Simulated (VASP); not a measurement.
# ZrC (P4/mmm) in VASP: a series of runs, part 2 of 3

VASP 6.6.1.

## (3) Single point, PBE

This run uses another cell than the first one, of 20.40 Å³/atom, 1.195 times its volume.

File INCAR:

```
  ALGO = Normal
  EDIFF = 1E-6
  ENCUT = 520
  GGA = PE
  ISIF = 2
  ISMEAR = 0
  LASPH = T
  LCHARG = F
  LREAL = F
  LWAVE = F
  NBANDS = 15
  NELM = 60
  PREC = Accurate
  SIGMA = 0.1
```

File KPOINTS:

```
k-points
0
Gamma
  6 6 6
```

File POSCAR:

```
ZrC
1.0
    3.1820498165      0.0000000000      0.0000000000
    0.0000000000      3.1820498165      0.0000000000
    0.0000000000      0.0000000000      4.0300443533
Zr C
1 1
Direct
    0.5000000000      0.5000000000      0.0000000000
    0.0000000000      0.0000000000      0.0000000000
```

Potentials or basis: VASP PAW PBE potentials, release 64 (Zr_sv, C).

The run is started by

```
> cat potpaw_PBE.64/Zr_sv/POTCAR potpaw_PBE.64/C/POTCAR > POTCAR
> mpirun -np 1 vasp_std > vasp.out
```

OUTCAR:

```text
EDIFF = 1E-6
   ENCUT = 520
   GGA = PE
   ISIF = 2
   ISMEAR = 0
   LASPH = T
   LREAL = F
   NELM = 60
   PREC = Accurate

 ion  position               nearest neighbor table
   1  0.500  0.500  0.000-   2 2.25   2 2.25   2 2.25   2 2.25
   2  0.000  0.000  0.000-   1 2.25   1 2.25   1 2.25   1 2.25

  LATTYP: Found a simple tetragonal cell.
 ALAT       =     3.1820498165
 C/A-ratio  =     1.2664931681

  Lattice vectors:

 A1 = (   3.1820498165,   0.0000000000,   0.0000000000)
 A2 = (   0.0000000000,   3.1820498165,   0.0000000000)
 A3 = (   0.0000000000,   0.0000000000,   4.0300443533)

Analysis of symmetry for initial positions (statically):
=====================================================================
 Subroutine PRICEL returns:
 Original cell was already a primitive cell.

 Routine SETGRP: Setting up the symmetry group for a
 simple tetragonal supercell.

 Subroutine GETGRP returns: Found 16 space group operations
 (whereof 16 operations were pure point group operations)
 out of a pool of 16 trial point group operations.

The static configuration has the point symmetry D_4h.

Analysis of symmetry for dynamics (positions and initial velocities):
=====================================================================
 Subroutine PRICEL returns:
 Original cell was already a primitive cell.

 Routine SETGRP: Setting up the symmetry group for a
 simple tetragonal supercell.

 Subroutine GETGRP returns: Found 16 space group operations
 (whereof 16 operations were pure point group operations)
 out of a pool of 16 trial point group operations.

The dynamic configuration has the point symmetry D_4h.

 Subroutine INISYM returns: Found 16 space group operations
 (whereof 16 operations are pure point group operations),
 and found     1 'primitive' translations

----------------------------------------------------------------------------------------

                                     Primitive cell

  volume of cell :      40.8060

  direct lattice vectors                    reciprocal lattice vectors
     3.182049817  0.000000000  0.000000000     0.314262836  0.000000000  0.000000000
     0.000000000  3.182049817  0.000000000     0.000000000  0.314262836  0.000000000
     0.000000000  0.000000000  4.030044353     0.000000000  0.000000000  0.248136227

  length of vectors
     3.182049817  3.182049817  4.030044353     0.314262836  0.314262836  0.248136227

  position of ions in fractional coordinates (direct lattice)
     0.500000000  0.500000000  0.000000000
     0.000000000  0.000000000  0.000000000

  ion indices of the primitive-cell ions
   primitive index   ion index
                 1           1
                 2           2

----------------------------------------------------------------------------------------

 KPOINTS: k-points

Automatic generation of k-mesh.
 Grid dimensions read from file:
 generate k-points for:    6    6    6

 Generating k-lattice:

  Cartesian coordinates                     Fractional coordinates (reciprocal lattice)
     0.052377139  0.000000000  0.000000000     0.166666667  0.000000000  0.000000000
     0.000000000  0.052377139  0.000000000     0.000000000  0.166666667  0.000000000
     0.000000000  0.000000000  0.041356038     0.000000000  0.000000000  0.166666667

  Length of vectors
[... 38 lines left out ...]
   number of dos      NEDOS =    301   number of ions     NIONS =      2
   total plane-waves  NPLWV =  17280
   dimension x,y,z NGX =    24 NGY =   24 NGZ =   30
   dimension x,y,z NGXF=    48 NGYF=   48 NGZF=   60
   ions per type =               1   1
   NGX,Y,Z   is equivalent  to a cutoff of  12.54, 12.54, 12.38 a.u.
   NGXF,Y,Z  is equivalent  to a cutoff of  25.08, 25.08, 24.75 a.u.
 SYSTEM =  unknown system
   PREC   = accura    normal or accurate (medium, high low for compatibility)
   ISTART =      0    job   : 0-new  1-cont  2-samecut
   ICHARG =      2    charge: 1-file 2-atom 10-const
   ISPIN  =      1    spin polarized calculation?
   LNONCOLLINEAR =      F non collinear calculations
   LSORBIT =      F    spin-orbit coupling
   LASPH  =      T    aspherical Exc in radial PAW
   ENCUT  =  520.0 eV  38.22 Ry    6.18 a.u.   5.92  5.92  7.49*2*pi/ulx,y,z
   NELM   =     60;   NELMIN=  2; NELMDL= -5     # of ELM steps
   EDIFF  = 0.1E-05   stopping-criterion for ELM
   LREAL  =      F    real-space projection
   EDIFFG = 0.1E-04   stopping-criterion for IOM
   NSW    =      0    number of steps for IOM
   IBRION =     -1    ionic relax: 0-MD 1-quasi-New 2-CG
   NFREE  =      0    steps in history (QN), initial steepest desc. (CG)
   ISIF   =      2    stress and relaxation
   ISYM   =      2    0-nonsym 1-usesym 2-fastsym
   POTIM  = 0.5000    time-step for ionic-motion
   TEBEG  =    0.0;   TEEND  =   0.0 temperature during run
   PSTRESS=    0.0 pullay stress
   NELECT =      16.0000    total number of electrons
   NUPDOWN=      -1.0000    fix difference up-down
   EMIN   =  10.00;   EMAX   =-10.00  energy-range for DOS
   EFERMI =   0.00;   METHOD = LEGACY
   ISMEAR =     0;   SIGMA  =   0.10  broadening in eV -4-tet -1-fermi 0-gaus
   EFERMI_NEDOS =   21; number of points for ismear=-14 and -15
   IALGO  =     38    algorithm
   IMIX   =      4    mixing-type and parameters
     AMIX     =   0.40;   BMIX     =  1.00
     AMIX_MAG =   1.60;   BMIX_MAG =  1.00
  volume/ion in A,a.u.               =      20.40       137.69
  Fermi-wavevector in a.u.,A,eV,Ry     =   1.198230  2.264327 19.534639  1.435755
  Thomas-Fermi vector in A             =   2.334124
   LORBIT       =      0    0 simple, 1 ext, 2 COOP (PROOUT), +10 PAW based schemes
   GGA     = PE    functional components
   LHFCALC =     F    Hartree Fock is set to
   AEXX    =    0.0000 exact exchange contribution
   IVDW    =     0    specifies the selected vdW correction
   LEPSILON=     F    determine dielectric tensor
   LRPA    =     F    only Hartree local field effects (RPA)
 non-spin polarized calculation
 Gauss-broadening in eV      SIGMA  =   0.10
  energy-cutoff  :      520.00
  volume of cell :       40.81
 maximum number of plane-waves:      1128
 NGX is ok and might be reduce to    24
   NGX = 11   NGY = 11   NGZ = 15

 number of electron      16.0000000 magnetization

 Free energy of the ion-electron system (eV)
  ---------------------------------------------------
  ext. energy  EPLUGINS =         0.00000000
  ---------------------------------------------------
  free energy    TOTEN  =       -16.88491492 eV

  energy without entropy =      -16.87850194  energy(sigma->0) =      -16.88170843

 E-fermi :   4.7636     XC(G=0):  -9.5188

 val. band max:        4.7210349568   @ k =   0.1667   0.0000   0.5000
 cond. band min:       4.8202351414   @ k =   0.0000   0.0000   0.0000
 fundamental gap:      0.0992001846
 Fermi energy:         4.7636469254

 k-point     1 :       0.0000    0.0000    0.0000
  band No.  band energies     occupation
      1     -43.4952      2.00000
      2     -21.9301      2.00000
      3     -21.1061      2.00000
      4     -21.1061      2.00000
      5      -5.1561      2.00000
      6       3.4707      2.00000
      7       4.3199      2.00000
      8       4.8202      0.42355
      9       6.2805      0.00000
     10       6.2805      0.00000
     11       8.4071      0.00000
     12       8.4071      0.00000
     13       8.9795      0.00000
     14      12.5607      0.00000
[... 401 lines left out ...]
      2     -21.9030      2.00000
      3     -21.7611      2.00000
      4     -21.0116      2.00000
      5      -2.5608      2.00000
      6       0.8983      2.00000
      7       2.1981      2.00000
      8       2.5379      2.00000
      9       6.3868      0.00000
     10       8.5104      0.00000
     11       9.9757      0.00000
     12      10.5667      0.00000
     13      11.0030      0.00000
     14      12.8181      0.00000
     15      16.5086      0.00000

 [... further k-points ...]

------------------------ aborting loop because EDIFF is reached ----------------------------------------

  FORCE on cell =-STRESS in cart. coord.  units (eV):
  Direction    XX          YY          ZZ          XY          YZ          ZX
  --------------------------------------------------------------------------------------
  -------------------------------------------------------------------------------------
  Total        0.1040590      0.1040590      0.0428195      0.0000000      0.0000000      0.0000000
  in kB        4.0857004      4.0857004      1.6812344      0.0000000      0.0000000      0.0000000
  external PRESSURE =       3.2842117 kB  Pullay stress =       0.0000000 kB

 VOLUME and BASIS-vectors are now :
 -----------------------------------------------------------------------------
  energy-cutoff  :      520.00
  volume of cell :       40.81
      direct lattice vectors                 reciprocal lattice vectors
     3.182049817  0.000000000  0.000000000     0.314262836  0.000000000  0.000000000
     0.000000000  3.182049817  0.000000000     0.000000000  0.314262836  0.000000000
     0.000000000  0.000000000  4.030044353     0.000000000  0.000000000  0.248136227

 POSITION                                       TOTAL-FORCE (eV/Angst)
 -----------------------------------------------------------------------------------
      1.59102      1.59102      0.00000         0.000000      0.000000      0.000000
      0.00000      0.00000      0.00000         0.000000      0.000000      0.000000
 -----------------------------------------------------------------------------------
    total drift:                                0.000000     -0.000000     -0.000000

  FREE ENERGIE OF THE ION-ELECTRON SYSTEM (eV)
  ---------------------------------------------------
  free  energy   TOTEN  =       -16.8849149214 eV

  energy  without entropy=      -16.8785019361  energy(sigma->0) =      -16.88170843
```

stdout:

```text
POSCAR found type information on POSCAR ZrC
 POSCAR found :  2 types and       2 ions
 scaLAPACK will be used
 LDA part: xc-table for (Slater+PW92), standard interpolation
 POSCAR, INCAR and KPOINTS ok, starting setup
 FFT: planning ... GRIDC
 FFT: planning ... GRID_SOFT
 FFT: planning ... GRID
 WAVECAR not read
 entering main loop
```

Wall time 8.4 s (1 thread of Intel Xeon 6975P-C (Granite Rapids), shared host); peak memory 0.15 GiB.

Results:

```
Free energy            : -16.8849 eV
Pressure               : 0.3 GPa
Band gap on the k mesh : zero (band 8 reaches 6.36 eV, above the bottom of band 9 at 4.17 eV)
```

Stress tensor (GPa, compression positive):
```
0.41 0.00 0.00
0.00 0.41 0.00
0.00 0.00 0.17
```

Levels at points of the mesh, in eV from the Fermi level:
| k point | band 5 | band 6 | band 7 | band 8 | band 9 | band 10 | band 11 | band 12 |
| --- | --- | --- | --- | --- | --- | --- | --- | --- |
| (0.00, 0.00, 0.00) | -9.92 | -1.29 | -0.44 | 0.06 | 1.52 | 1.52 | 3.64 | 3.64 |
| (0.50, 0.00, 0.00) | -7.47 | -4.01 | -2.26 | -1.57 | 0.17 | 4.04 | 5.20 | 5.73 |
| (0.50, 0.50, 0.00) | -9.24 | -0.23 | -0.23 | 1.21 | 1.33 | 1.43 | 1.43 | 6.54 |
| (0.00, 0.00, 0.50) | -9.69 | -2.33 | -0.32 | 1.60 | 1.60 | 3.09 | 3.14 | 3.14 |
| (0.50, 0.00, 0.50) | -7.27 | -3.82 | -2.84 | -2.21 | 3.02 | 3.65 | 3.66 | 5.73 |
| (0.50, 0.50, 0.50) | -9.13 | 0.09 | 0.09 | 0.26 | 0.27 | 0.27 | 3.85 | 6.55 |

## (4) Relaxation of cell and atoms, PBE

File INCAR:

```
SYSTEM = ZrC
ALGO = Normal ; EDIFF = 1E-6
EDIFFG = -0.04 ; ENCUT = 600
GGA = PE ; IBRION = 2
ISIF = 3 ; ISMEAR = 0
LASPH = .TRUE. ; LCHARG = .FALSE.
LREAL = .FALSE. ; LWAVE = .FALSE.
NELM = 100 ; NSW = 90
PREC = Accurate ; SIGMA = 0.1
```

File KPOINTS:

```
k-points
0
G
  6 6 6
  0 0 0
```

File POSCAR:

```
ZrC
1.0
    3.5828223100      0.0000000000      0.0000000000
    0.0000000000      3.5828223100      0.0000000000
    0.0000000000      0.0000000000      2.6597072200
Zr C
1 1
Direct
    0.5000000000      0.5000000000      0.0000000000
    0.0000000000      0.0000000000      0.0000000000
```

The run is started by

```
> cat potpaw_PBE.64/Zr_sv/POTCAR potpaw_PBE.64/C/POTCAR > POTCAR
> mpirun -np 1 vasp_std > vasp.out
```

Run time: 3.9 min. Hardware: 1 thread of Intel Xeon 6975P-C (Granite Rapids), shared host; peak memory 0.18 GiB.

The run converged. Its results:

```
Free energy                            : -16.8453 eV
Relaxed volume                         : 19.34 Å³/atom
Relaxed cell                           : a = 3.186 Å, b = 3.186 Å, c = 3.810 Å, α = 90.00°, β = 90.00°, γ = 90.00°
Space group after relaxing (to 0.05 Å) : P4/mmm (No. 123)
Energy gained by relaxing              : 731.1 meV/atom
Ionic steps                            : 43
Pressure after relaxing                : -0.1 GPa
Band gap on the k mesh                 : zero (band 8 reaches 6.78 eV, above the bottom of band 9 at 4.70 eV)
```

Stress tensor (GPa, compression positive):
```
-0.01  0.00  0.00
 0.00 -0.01  0.00
 0.00  0.00 -0.17
```

The path:
| step | energy change (eV) | largest force (eV/Å) | pressure (GPa) | volume (Å³) |
| --- | --- | --- | --- | --- |
| 1 | 0.0000 | 0.0000 | -14.28 | 34.14 |
| 3 | -1.2429 | 0.0000 | 7.92 | 29.85 |
| 5 | -1.4149 | 0.0000 | -0.44 | 33.03 |
| 7 | -1.4166 | 0.0000 | -1.72 | 33.57 |
| 9 | -1.4211 | 0.0000 | 0.40 | 33.39 |
| 11 | -1.4214 | 0.0000 | 0.16 | 33.52 |
| 13 | -1.4246 | 0.0000 | -1.28 | 34.53 |
| 15 | -1.4225 | 0.0000 | -5.84 | 38.64 |
| 17 | -1.4338 | 0.0000 | -4.26 | 36.85 |
| 19 | -1.4339 | 0.0000 | -4.27 | 36.88 |
| 21 | -1.4341 | 0.0000 | -4.38 | 36.99 |
| 23 | -1.4344 | 0.0000 | -4.47 | 37.14 |
| 25 | -1.4360 | 0.0000 | -4.30 | 37.11 |
| 27 | -1.4418 | 0.0000 | -3.63 | 37.01 |
| 29 | -1.4552 | 0.0000 | -0.79 | 36.62 |
| 31 | -1.4561 | 0.0000 | 0.23 | 36.48 |
| 33 | -1.4562 | 0.0000 | 0.33 | 36.48 |
| 35 | -1.4564 | 0.0000 | 0.28 | 36.56 |
| 37 | -1.4573 | 0.0000 | 0.12 | 36.90 |
| 39 | -1.4615 | 0.0000 | -0.40 | 38.23 |
| 41 | -1.4620 | 0.0000 | -0.52 | 38.58 |
| 43 | -1.4622 | 0.0000 | -0.06 | 38.68 |

Final structure:
```
Zr C
1.0
     3.18619    0.00000    0.00000
     0.00000    3.18619    0.00000
     0.00000    0.00000    3.81030
Zr C
1 1
Direct
  0.50000 0.50000 0.00000
  0.00000 0.00000 0.00000
```

Levels at points of the mesh, in eV from the Fermi level:
```tsv
k point	band 5	band 6	band 7	band 8	band 9	band 10	band 11	band 12
(0.00, 0.00, 0.00)	-9.96	-1.39	-0.43	0.38	1.48	1.48	3.81	4.23
(0.50, 0.00, 0.00)	-7.53	-4.03	-2.25	-1.28	-0.04	4.19	5.75	6.16
(0.50, 0.50, 0.00)	-9.26	-0.29	-0.29	1.04	1.42	1.70	1.70	6.55
(0.00, 0.00, 0.50)	-9.63	-2.41	-0.24	1.61	1.61	3.07	3.07	4.28
(0.50, 0.00, 0.50)	-7.23	-3.75	-2.96	-2.18	3.05	3.60	4.18	5.69
(0.50, 0.50, 0.50)	-9.08	0.14	0.14	0.15	0.15	0.16	4.25	6.58
```

Caveat: the k points lie up to 0.33 Å⁻¹ apart in the final cell.

(Continued in part 3 of 3.)
